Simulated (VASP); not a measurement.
# K (P6/mmm) in VASP: further runs, part 2 of 2

VASP 6.6.1.

### Step 3. Single point, PBE (81.81 Å³/atom)

This run uses another cell than the first one, of 81.81 Å³/atom.

Contents of INCAR:

```
  ALGO = Fast
  EDIFF = 1E-6
  ENCUT = 520
  GGA = PE
  ISIF = 2
  ISMEAR = 0
  LASPH = T
  LCHARG = F
  LREAL = F
  LWAVE = F
  NBANDS = 20
  NELM = 100
  PREC = Accurate
  SIGMA = 0.1
```

Contents of KPOINTS:

```
k-points
0
Gamma
  6 6 10
```

Contents of POSCAR:

```
K
1.0
    7.7960003413      0.0000000000      0.0000000000
   -3.8980001706      6.7515343435      0.0000000000
    0.0000000000      0.0000000000      4.6627985918
K
3
Direct
    0.0000000000      0.0000000000      0.5000000000
    0.3333333333      0.6666666667      0.0000000000
    0.6666666667      0.3333333333      0.0000000000
```

Potentials or basis: VASP PAW PBE potentials, release 64 (K_sv).

Command:

```bash
$ cat potpaw_PBE.64/K_sv/POTCAR > POTCAR
$ mpirun -np 1 vasp_std > vasp.out
```

OUTCAR:

```text
EDIFF = 1E-6
   ENCUT = 520
   GGA = PE
   ISIF = 2
   ISMEAR = 0
   LASPH = T
   LREAL = F
   NELM = 100
   PREC = Accurate

 ion  position               nearest neighbor table
   1  0.000  0.000  0.500-
   2  0.333  0.667  0.000-
   3  0.667  0.333  0.000-

  LATTYP: Found a hexagonal cell.
 ALAT       =     7.7960003413
 C/A-ratio  =     0.5981013837

  Lattice vectors:

 A1 = (   7.7960003413,   0.0000000000,   0.0000000000)
 A2 = (  -3.8980001706,   6.7515343435,   0.0000000000)
 A3 = (   0.0000000000,   0.0000000000,   4.6627985918)

Analysis of symmetry for initial positions (statically):
=====================================================================
 Subroutine PRICEL returns:
 Original cell was already a primitive cell.

 Routine SETGRP: Setting up the symmetry group for a
 hexagonal supercell.

 Subroutine GETGRP returns: Found 24 space group operations
 (whereof 24 operations were pure point group operations)
 out of a pool of 24 trial point group operations.

The static configuration has the point symmetry D_6h.

Analysis of symmetry for dynamics (positions and initial velocities):
=====================================================================
 Subroutine PRICEL returns:
 Original cell was already a primitive cell.

 Routine SETGRP: Setting up the symmetry group for a
 hexagonal supercell.

 Subroutine GETGRP returns: Found 24 space group operations
 (whereof 24 operations were pure point group operations)
 out of a pool of 24 trial point group operations.

The dynamic configuration has the point symmetry D_6h.

 Subroutine INISYM returns: Found 24 space group operations
 (whereof 24 operations are pure point group operations),
 and found     1 'primitive' translations

----------------------------------------------------------------------------------------

                                     Primitive cell

  volume of cell :     245.4262

  direct lattice vectors                    reciprocal lattice vectors
     7.796000341  0.000000000  0.000000000     0.128270903  0.074057240  0.000000000
    -3.898000171  6.751534344  0.000000000     0.000000000  0.148114480  0.000000000
     0.000000000  0.000000000  4.662798592     0.000000000  0.000000000  0.214463477

  length of vectors
     7.796000341  7.796000341  4.662798592     0.148114480  0.148114480  0.214463477

  position of ions in fractional coordinates (direct lattice)
     0.000000000  0.000000000  0.500000000
     0.333333333  0.666666667  0.000000000
     0.666666667  0.333333333  0.000000000

  ion indices of the primitive-cell ions
   primitive index   ion index
                 1           1
                 2           2
                 3           3

----------------------------------------------------------------------------------------

 KPOINTS: k-points

Automatic generation of k-mesh.
 Grid dimensions read from file:
 generate k-points for:    6    6   10

 Generating k-lattice:

  Cartesian coordinates                     Fractional coordinates (reciprocal lattice)
     0.021378484  0.012342873  0.000000000     0.166666667 -0.000000000  0.000000000
     0.000000000  0.024685747  0.000000000     0.000000000  0.166666667  0.000000000
     0.000000000  0.000000000  0.021446348     0.000000000  0.000000000  0.100000000

  Length of vectors
     0.024685747  0.024685747  0.021446348

  Shift w.r.t. Gamma in fractional coordinates (k-lattice)
     0.000000000  0.000000000  0.000000000

 Subroutine IBZKPT returns following result:
 ===========================================

 Found     42 irreducible k-points:

 Following reciprocal coordinates:
            Coordinates               Weight
  0.000000  0.000000  0.000000      1.000000
  0.166667  0.000000  0.000000      6.000000
  0.333333  0.000000  0.000000      6.000000
  0.500000  0.000000  0.000000      3.000000
  0.166667  0.166667  0.000000      6.000000
  0.333333  0.166667  0.000000     12.000000
[... 16 lines left out ...]
  0.166667  0.000000  0.300000     12.000000
  0.333333  0.000000  0.300000     12.000000
 [... further k-points ...]
   k-points           NKPTS =     42   k-points in BZ     NKDIM =     42   number of bands    NBANDS=     20
   number of dos      NEDOS =    301   number of ions     NIONS =      3
   total plane-waves  NPLWV = 129600
   dimension x,y,z NGX =    60 NGY =   60 NGZ =   36
   dimension x,y,z NGXF=   120 NGYF=  120 NGZF=   72
   ions per type =               3
   NGX,Y,Z   is equivalent  to a cutoff of  12.79, 12.79, 12.84 a.u.
   NGXF,Y,Z  is equivalent  to a cutoff of  25.59, 25.59, 25.67 a.u.
 SYSTEM =  unknown system
   PREC   = accura    normal or accurate (medium, high low for compatibility)
   ISTART =      0    job   : 0-new  1-cont  2-samecut
   ICHARG =      2    charge: 1-file 2-atom 10-const
   ISPIN  =      1    spin polarized calculation?
   LNONCOLLINEAR =      F non collinear calculations
   LSORBIT =      F    spin-orbit coupling
   LASPH  =      T    aspherical Exc in radial PAW
   ENCUT  =  520.0 eV  38.22 Ry    6.18 a.u.  14.50 14.50  8.67*2*pi/ulx,y,z
   NELM   =    100;   NELMIN=  2; NELMDL= -5     # of ELM steps
   EDIFF  = 0.1E-05   stopping-criterion for ELM
   LREAL  =      F    real-space projection
   EDIFFG = 0.1E-04   stopping-criterion for IOM
   NSW    =      0    number of steps for IOM
   IBRION =     -1    ionic relax: 0-MD 1-quasi-New 2-CG
   NFREE  =      0    steps in history (QN), initial steepest desc. (CG)
   ISIF   =      2    stress and relaxation
   ISYM   =      2    0-nonsym 1-usesym 2-fastsym
   POTIM  = 0.5000    time-step for ionic-motion
   TEBEG  =    0.0;   TEEND  =   0.0 temperature during run
   PSTRESS=    0.0 pullay stress
   NELECT =      27.0000    total number of electrons
   NUPDOWN=      -1.0000    fix difference up-down
   EMIN   =  10.00;   EMAX   =-10.00  energy-range for DOS
   EFERMI =   0.00;   METHOD = LEGACY
   ISMEAR =     0;   SIGMA  =   0.10  broadening in eV -4-tet -1-fermi 0-gaus
   EFERMI_NEDOS =   21; number of points for ismear=-14 and -15
   IALGO  =     68    algorithm
   IMIX   =      4    mixing-type and parameters
     AMIX     =   0.40;   BMIX     =  1.00
     AMIX_MAG =   1.60;   BMIX_MAG =  1.00
  volume/ion in A,a.u.               =      81.81       552.07
  Fermi-wavevector in a.u.,A,eV,Ry     =   0.784433  1.482363  8.372139  0.615335
  Thomas-Fermi vector in A             =   1.888564
   LORBIT       =      0    0 simple, 1 ext, 2 COOP (PROOUT), +10 PAW based schemes
   GGA     = PE    functional components
   LHFCALC =     F    Hartree Fock is set to
   AEXX    =    0.0000 exact exchange contribution
   IVDW    =     0    specifies the selected vdW correction
   LEPSILON=     F    determine dielectric tensor
   LRPA    =     F    only Hartree local field effects (RPA)
 non-spin polarized calculation
 RMM-DIIS sequential band-by-band and
 Gauss-broadening in eV      SIGMA  =   0.10
  energy-cutoff  :      520.00
  volume of cell :      245.43
 maximum number of plane-waves:      6654
 NGX is ok and might be reduce to    60
   NGX = 29   NGY = 29   NGZ = 17

 number of electron      26.9999999 magnetization

 Free energy of the ion-electron system (eV)
  ---------------------------------------------------
  ext. energy  EPLUGINS =         0.00000000
  ---------------------------------------------------
  free energy    TOTEN  =        -3.09535819 eV

  energy without entropy =       -3.08241627  energy(sigma->0) =       -3.08888723

 E-fermi :  -0.3408     XC(G=0):  -5.4002

 val. band max:       -0.3702613311   @ k =   0.1667   0.0000   0.5000
 cond. band min:      -0.3395069332   @ k =   0.1667   0.1667   0.0000
 fundamental gap:      0.0307543978
 Fermi energy:        -0.3408035565

 k-point     1 :       0.0000    0.0000    0.0000
  band No.  band energies     occupation
      1     -32.5734      2.00000
      2     -32.5700      2.00000
      3     -32.5000      2.00000
      4     -16.0692      2.00000
      5     -16.0692      2.00000
      6     -16.0352      2.00000
[... 12 lines left out ...]
     19       1.2169      0.00000
     20       3.2413      0.00000
[... 507 lines left out ...]
 k-point    24 :       0.3333    0.0000    0.3000
  band No.  band energies     occupation
      1     -32.5718      2.00000
      2     -32.5699      2.00000
      3     -32.4991      2.00000
      4     -16.0691      2.00000
      5     -16.0611      2.00000
      6     -16.0570      2.00000
[... 12 lines left out ...]
     19       2.1209      0.00000
     20       2.7302      0.00000

 [... further k-points ...]

------------------------ aborting loop because EDIFF is reached ----------------------------------------

  FORCE on cell =-STRESS in cart. coord.  units (eV):
  Direction    XX          YY          ZZ          XY          YZ          ZX
  --------------------------------------------------------------------------------------
  -------------------------------------------------------------------------------------
  Total       -0.4571435     -0.4571435     -0.4235018     -0.0000000     -0.0000000     -0.0000000
  in kB       -2.9842977     -2.9842977     -2.7646802     -0.0000000     -0.0000000     -0.0000000
  external PRESSURE =      -2.9110919 kB  Pullay stress =       0.0000000 kB

 VOLUME and BASIS-vectors are now :
 -----------------------------------------------------------------------------
  energy-cutoff  :      520.00
  volume of cell :      245.43
      direct lattice vectors                 reciprocal lattice vectors
     7.796000341  0.000000000  0.000000000     0.128270903  0.074057240  0.000000000
    -3.898000171  6.751534344  0.000000000     0.000000000  0.148114480  0.000000000
     0.000000000  0.000000000  4.662798592     0.000000000  0.000000000  0.214463477

 POSITION                                       TOTAL-FORCE (eV/Angst)
 -----------------------------------------------------------------------------------
      0.00000      0.00000      2.33140        -0.000000      0.000000      0.000000
     -0.00000      4.50102      0.00000         0.000000      0.000000      0.000000
      3.89800      2.25051      0.00000        -0.000000     -0.000000      0.000000
 -----------------------------------------------------------------------------------
    total drift:                                0.000000      0.000000     -0.000000

  FREE ENERGIE OF THE ION-ELECTRON SYSTEM (eV)
  ---------------------------------------------------
  free  energy   TOTEN  =        -3.0953581918 eV

  energy  without entropy=       -3.0824162707  energy(sigma->0) =       -3.08888723
```

Run time: 2.9 min. Hardware: 1 thread of Intel Xeon Platinum 8375C at 2.90GHz (Ice Lake), shared host; peak memory 0.41 GiB.

What came out:

```yaml
Free_energy: -3.0954 eV
Pressure: -0.3 GPa
Band_gap_on_the_k_mesh: zero (an odd number of electrons rules out a gap without spin polarisation)
```

Levels at points of the mesh, in eV from the Fermi level:
```
           k point  band 9  band 10  band 11  band 12  band 13  band 14  band 15  band 16  band 17  band 18
(0.00, 0.00, 0.00)  -15.69   -15.63   -15.63   -15.62    -2.01     1.12     1.12     1.13     1.13     1.41
(0.50, 0.00, 0.00)  -15.69   -15.63   -15.63   -15.62    -1.10    -1.10     0.41     0.61     2.65     2.76
(0.00, 0.00, 0.50)  -15.69   -15.66   -15.63   -15.63    -0.25    -0.11     1.84     1.84     1.90     1.90
(0.50, 0.00, 0.50)  -15.69   -15.66   -15.63   -15.63     0.51     0.52     0.65     0.65     1.57     1.80
```
